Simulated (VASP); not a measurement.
# HRh4 in VASP: single point with PBEsol

Aim: the single point of HRh4 with PBEsol.

All numbers are computed with VASP 6.6.1; they aren't measurements. Logs are shortened: lines on timing, memory, paths and dates and some standing lists are left out, and cuts for length are marked.

### 1 The cell of the first run

The cell holds a slab with vacuum, 5 atoms: a = 2.673 Å, b = 2.673 Å, c = 24.670 Å, α = 90.00°, β = 90.00°, γ = 90.00°.

### 2 Single point, PBEsol

INCAR

```
SYSTEM = HRh4
ALGO = Normal ; DIPOL = 0.5 0.5 0.491
EDIFF = 1E-6 ; ENCUT = 520
GGA = PS ; IDIPOL = 3
ISIF = 2 ; ISMEAR = 0
LASPH = .TRUE. ; LCHARG = .TRUE.
LDIPOL = .TRUE. ; LELF = .TRUE.
LREAL = .FALSE. ; LVACPOTAV = .TRUE.
LVHAR = .TRUE. ; LWAVE = .FALSE.
NBANDS = 38 ; NELM = 100
PREC = Accurate ; SIGMA = 0.1
```

KPOINTS

```
k-points
0
G
  11 11 1
  0 0 0
```

POSCAR

```
HRh4
1.0
    2.6728587948      0.0000000000      0.0000000000
    0.0000000000      2.6728587948      0.0000000000
    0.0000000000      0.0000000000     24.6699897369
Rh H
4 1
Direct
    0.5000000000      0.5000000000      0.3445481774
    0.0000000000      0.0000000000      0.4211593394
    0.5000000000      0.5000000000      0.4977498167
    0.0000000000      0.0000000000      0.5730187329
    0.0000000000      0.5000000000      0.6186702907
```

Potentials or basis: VASP PAW PBE potentials, release 64 (Rh_pv, H).

Run with:

```
$ cat potpaw_PBE.64/Rh_pv/POTCAR potpaw_PBE.64/H/POTCAR > POTCAR
$ mpirun -np 1 vasp_std > vasp.out
```

OUTCAR:

```text
SYSTEM = HRh4
   EDIFF = 1E-6
   ENCUT = 520
   GGA = PS
   ISIF = 2
   ISMEAR = 0
   LASPH = .TRUE.
   LREAL = .FALSE.
   NELM = 100
   PREC = Accurate

 ion  position               nearest neighbor table
   1  0.500  0.500  0.345-   2 2.67   2 2.67   2 2.67   2 2.67
   2  0.000  0.000  0.421-   3 2.67   3 2.67   3 2.67   3 2.67   1 2.67   1 2.67   1 2.67   1 2.67

   3  0.500  0.500  0.498-   4 2.65   4 2.65   4 2.65   4 2.65   2 2.67   2 2.67   2 2.67   2 2.67

   4  0.000  0.000  0.573-   5 1.75   5 1.75   3 2.65   3 2.65   3 2.65   3 2.65
   5  0.000  0.500  0.619-   4 1.75   4 1.75

  LATTYP: Found a simple tetragonal cell.
 ALAT       =     2.6728587948
 C/A-ratio  =     9.2298140796

  Lattice vectors:

 A1 = (   2.6728587948,   0.0000000000,   0.0000000000)
 A2 = (   0.0000000000,   2.6728587948,   0.0000000000)
 A3 = (   0.0000000000,   0.0000000000,  24.6699897369)

Analysis of symmetry for initial positions (statically):
=====================================================================
 Subroutine PRICEL returns:
 Original cell was already a primitive cell.

 Routine SETGRP: Setting up the symmetry group for a
 simple tetragonal supercell.

 Subroutine GETGRP returns: Found  4 space group operations
 (whereof  4 operations were pure point group operations)
 out of a pool of 16 trial point group operations.

The static configuration has the point symmetry C_2v.

Analysis of symmetry for dynamics (positions and initial velocities):
=====================================================================
 Subroutine PRICEL returns:
 Original cell was already a primitive cell.

 Routine SETGRP: Setting up the symmetry group for a
 simple tetragonal supercell.

 Subroutine GETGRP returns: Found  4 space group operations
 (whereof  4 operations were pure point group operations)
 out of a pool of 16 trial point group operations.

The dynamic configuration has the point symmetry C_2v.

 Subroutine INISYM returns: Found  4 space group operations
 (whereof  4 operations are pure point group operations),
 and found     1 'primitive' translations

----------------------------------------------------------------------------------------

                                     Primitive cell

  volume of cell :     176.2467

  direct lattice vectors                    reciprocal lattice vectors
     2.672858795  0.000000000  0.000000000     0.374131249  0.000000000  0.000000000
     0.000000000  2.672858795  0.000000000     0.000000000  0.374131249  0.000000000
     0.000000000  0.000000000 24.669989737     0.000000000  0.000000000  0.040535080

  length of vectors
     2.672858795  2.672858795 24.669989737     0.374131249  0.374131249  0.040535080

  position of ions in fractional coordinates (direct lattice)
     0.500000000  0.500000000  0.344548177
     0.000000000  0.000000000  0.421159339
     0.500000000  0.500000000  0.497749817
     0.000000000  0.000000000  0.573018733
     0.000000000  0.500000000  0.618670291

  ion indices of the primitive-cell ions
   primitive index   ion index
                 1           1
                 2           2
                 3           3
                 4           4
                 5           5

----------------------------------------------------------------------------------------

 KPOINTS: k-points

Automatic generation of k-mesh.
 Grid dimensions read from file:
 generate k-points for:   11   11    1

 Generating k-lattice:

  Cartesian coordinates                     Fractional coordinates (reciprocal lattice)
     0.034011932  0.000000000  0.000000000     0.090909091  0.000000000  0.000000000
     0.000000000  0.034011932  0.000000000     0.000000000  0.090909091  0.000000000
     0.000000000  0.000000000  0.040535080     0.000000000  0.000000000  1.000000000

  Length of vectors
     0.034011932  0.034011932  0.040535080

  Shift w.r.t. Gamma in fractional coordinates (k-lattice)
     0.000000000  0.000000000  0.000000000

 Subroutine IBZKPT returns following result:
 ===========================================

 Found     36 irreducible k-points:

 Following reciprocal coordinates:
            Coordinates               Weight
  0.000000  0.000000  0.000000      1.000000
  0.090909  0.000000  0.000000      2.000000
  0.000000  0.090909  0.000000      2.000000
  0.181818  0.000000  0.000000      2.000000
  0.000000  0.181818  0.000000      2.000000
  0.272727  0.000000  0.000000      2.000000
[... 16 lines left out ...]
 -0.181818  0.272727  0.000000      4.000000
  0.363636  0.181818  0.000000      4.000000
 [... further k-points ...]
   k-points           NKPTS =     36   k-points in BZ     NKDIM =     36   number of bands    NBANDS=     38
   number of dos      NEDOS =    301   number of ions     NIONS =      5
   total plane-waves  NPLWV =  76800
   dimension x,y,z NGX =    20 NGY =   20 NGZ =  192
   dimension x,y,z NGXF=    40 NGYF=   40 NGZF=  384
   ions per type =               4   1
   NGX,Y,Z   is equivalent  to a cutoff of  12.44, 12.44, 12.94 a.u.
   NGXF,Y,Z  is equivalent  to a cutoff of  24.88, 24.88, 25.88 a.u.
 SYSTEM =  HRh4
   PREC   = accura    normal or accurate (medium, high low for compatibility)
   ISTART =      0    job   : 0-new  1-cont  2-samecut
   ICHARG =      2    charge: 1-file 2-atom 10-const
   ISPIN  =      1    spin polarized calculation?
   LNONCOLLINEAR =      F non collinear calculations
   LSORBIT =      F    spin-orbit coupling
   LASPH  =      T    aspherical Exc in radial PAW
   ENCUT  =  520.0 eV  38.22 Ry    6.18 a.u.   4.97  4.97 45.87*2*pi/ulx,y,z
   NELM   =    100;   NELMIN=  2; NELMDL= -5     # of ELM steps
   EDIFF  = 0.1E-05   stopping-criterion for ELM
   LREAL  =      F    real-space projection
   EDIFFG = 0.1E-04   stopping-criterion for IOM
   NSW    =      0    number of steps for IOM
   IBRION =     -1    ionic relax: 0-MD 1-quasi-New 2-CG
   NFREE  =      0    steps in history (QN), initial steepest desc. (CG)
   ISIF   =      2    stress and relaxation
   ISYM   =      2    0-nonsym 1-usesym 2-fastsym
   POTIM  = 0.5000    time-step for ionic-motion
   TEBEG  =    0.0;   TEEND  =   0.0 temperature during run
   PSTRESS=    0.0 pullay stress
   NELECT =      61.0000    total number of electrons
   NUPDOWN=      -1.0000    fix difference up-down
   EMIN   =  10.00;   EMAX   =-10.00  energy-range for DOS
   EFERMI =   0.00;   METHOD = LEGACY
   ISMEAR =     0;   SIGMA  =   0.10  broadening in eV -4-tet -1-fermi 0-gaus
   EFERMI_NEDOS =   21; number of points for ismear=-14 and -15
   IALGO  =     38    algorithm
   IMIX   =      4    mixing-type and parameters
     AMIX     =   0.40;   BMIX     =  1.00
     AMIX_MAG =   1.60;   BMIX_MAG =  1.00
  volume/ion in A,a.u.               =      35.25       237.87
  Fermi-wavevector in a.u.,A,eV,Ry     =   1.149417  2.172084 17.975479  1.321160
  Thomas-Fermi vector in A             =   2.286087
   LORBIT       =      0    0 simple, 1 ext, 2 COOP (PROOUT), +10 PAW based schemes
   GGA     = PS    functional components
   LHFCALC =     F    Hartree Fock is set to
   AEXX    =    0.0000 exact exchange contribution
   IVDW    =     0    specifies the selected vdW correction
   LEPSILON=     F    determine dielectric tensor
   LRPA    =     F    only Hartree local field effects (RPA)
 non-spin polarized calculation
 Gauss-broadening in eV      SIGMA  =   0.10
  energy-cutoff  :      520.00
  volume of cell :      176.25
 maximum number of plane-waves:      4777
   NGX =  9   NGY =  9   NGZ = 91

 dipolmoment           0.000000      0.000000     -0.028228 electrons x Angstroem

 number of electron      60.9999993 magnetization

 dipolmoment           0.000000      0.000000      0.018370 electrons x Angstroem

 Free energy of the ion-electron system (eV)
  ---------------------------------------------------
  ext. energy  EPLUGINS =         0.00000000
  ---------------------------------------------------
  free energy    TOTEN  =       -33.96646702 eV

  energy without entropy =      -33.93284647  energy(sigma->0) =      -33.94965674

 E-fermi :  -0.0313     XC(G=0):  -5.3308

 val. band max:       -0.0359472778   @ k =   0.4545   0.0909   0.0000
 cond. band min:      -0.0223954791   @ k =   0.1818   0.0909   0.0000
 fundamental gap:      0.0135517988
 Fermi energy:        -0.0312912662

 k-point     1 :       0.0000    0.0000    0.0000
  band No.  band energies     occupation
      1     -47.0404      2.00000
      2     -46.6958      2.00000
      3     -46.6637      2.00000
      4     -46.6557      2.00000
      5     -46.5142      2.00000
      6     -46.5130      2.00000
[... 30 lines left out ...]
     37       2.1102      0.00000
     38       5.2408      0.00000

 k-point     2 :       0.0909    0.0000    0.0000
  band No.  band energies     occupation
      1     -47.0323      2.00000
      2     -46.7496      2.00000
      3     -46.6492      2.00000
      4     -46.6443      2.00000
      5     -46.5521      2.00000
      6     -46.5130      2.00000
[... 30 lines left out ...]
     37       3.0022      0.00000
     38       5.4331      0.00000

 k-point     3 :       0.0000    0.0909    0.0000
  band No.  band energies     occupation
      1     -47.0325      2.00000
      2     -46.7449      2.00000
      3     -46.6574      2.00000
      4     -46.6414      2.00000
      5     -46.5535      2.00000
      6     -46.5120      2.00000
[... 30 lines left out ...]
     37       3.0335      0.00000
     38       5.4334      0.00000

 k-point     4 :       0.1818    0.0000    0.0000
  band No.  band energies     occupation
      1     -47.0142      2.00000
      2     -46.8488      2.00000
      3     -46.6515      2.00000
      4     -46.6358      2.00000
      5     -46.6310      2.00000
      6     -46.5106      2.00000
[... 30 lines left out ...]
     37       4.3095      0.00000
     38       6.0048      0.00000
[... 703 lines left out ...]
      4     -46.7478      2.00000
      5     -46.6337      2.00000
      6     -46.6057      2.00000
[... 30 lines left out ...]
     37       6.3420      0.00000
     38       7.6126      0.00000

 k-point    23 :      -0.1818    0.2727    0.0000
  band No.  band energies     occupation
      1     -46.9770      2.00000
      2     -46.9210      2.00000
      3     -46.7978      2.00000
      4     -46.7445      2.00000
      5     -46.6375      2.00000
      6     -46.6101      2.00000
[... 30 lines left out ...]
     37       6.4264      0.00000
     38       7.6258      0.00000

 k-point    24 :       0.3636    0.1818    0.0000
  band No.  band energies     occupation
      1     -47.0329      2.00000
      2     -47.0056      2.00000
      3     -46.7954      2.00000
      4     -46.7557      2.00000
      5     -46.6409      2.00000
      6     -46.6221      2.00000
[... 30 lines left out ...]
     37       6.5112      0.00000
     38       7.4769      0.00000

 [... further k-points ...]

------------------------ aborting loop because EDIFF is reached ----------------------------------------

  FORCE on cell =-STRESS in cart. coord.  units (eV):
  Direction    XX          YY          ZZ          XY          YZ          ZX
  --------------------------------------------------------------------------------------
  -------------------------------------------------------------------------------------
  Total       -2.5452873     -2.9744067     -1.1763155      0.0000000      0.0000000      0.0000000
  in kB      -23.1380308    -27.0389566    -10.6933406      0.0000000      0.0000000      0.0000000
  external PRESSURE =     -20.2901093 kB  Pullay stress =       0.0000000 kB

 VOLUME and BASIS-vectors are now :
 -----------------------------------------------------------------------------
  energy-cutoff  :      520.00
  volume of cell :      176.25
      direct lattice vectors                 reciprocal lattice vectors
     2.672858795  0.000000000  0.000000000     0.374131249  0.000000000  0.000000000
     0.000000000  2.672858795  0.000000000     0.000000000  0.374131249  0.000000000
     0.000000000  0.000000000 24.669989737     0.000000000  0.000000000  0.040535080

 POSITION                                       TOTAL-FORCE (eV/Angst)
 -----------------------------------------------------------------------------------
      1.33643      1.33643      8.50000         0.000000      0.000000      0.600852
      0.00000      0.00000     10.39000         0.000000      0.000000     -0.604188
      1.33643      1.33643     12.27948         0.000000      0.000000      0.004702
      0.00000      0.00000     14.13637         0.000000      0.000000     -0.002508
      0.00000      1.33643     15.26259         0.000000      0.000000      0.001142
 -----------------------------------------------------------------------------------
    total drift:                               -0.000000     -0.000000     -0.000203

  FREE ENERGIE OF THE ION-ELECTRON SYSTEM (eV)
  ---------------------------------------------------
  free  energy   TOTEN  =       -33.9664670231 eV

  energy  without entropy=      -33.9328464663  energy(sigma->0) =      -33.94965674

 vacuum level on the upper side and lower side of the slab         5.697         5.233
```

Run time: 3.2 min. Hardware: 1 thread of Intel Xeon 6975P-C (Granite Rapids), shared host; peak memory 0.37 GiB.

Results:

```yaml
Free_energy: -33.9665 eV
Largest_force: 0.604 eV/Å
```

Forces in eV/Å, atoms in the order of the input:
```
Rh   0.000  0.000  0.601
Rh   0.000  0.000 -0.604
Rh   0.000  0.000  0.005
Rh   0.000  0.000 -0.003
H    0.000  0.000  0.001
```

Levels at points of the mesh, in eV from the Fermi level:
| k point | band 28 | band 29 | band 30 | band 31 | band 32 | band 33 | band 34 | band 35 |
| --- | --- | --- | --- | --- | --- | --- | --- | --- |
| (0.00, 0.00, 0.00) | -0.82 | -0.35 | -0.23 | -0.20 | -0.02 | 0.42 | 0.66 | 0.71 |

Caveat: the PAW data sets were made with another functional, which shifts forces and pressure a little.
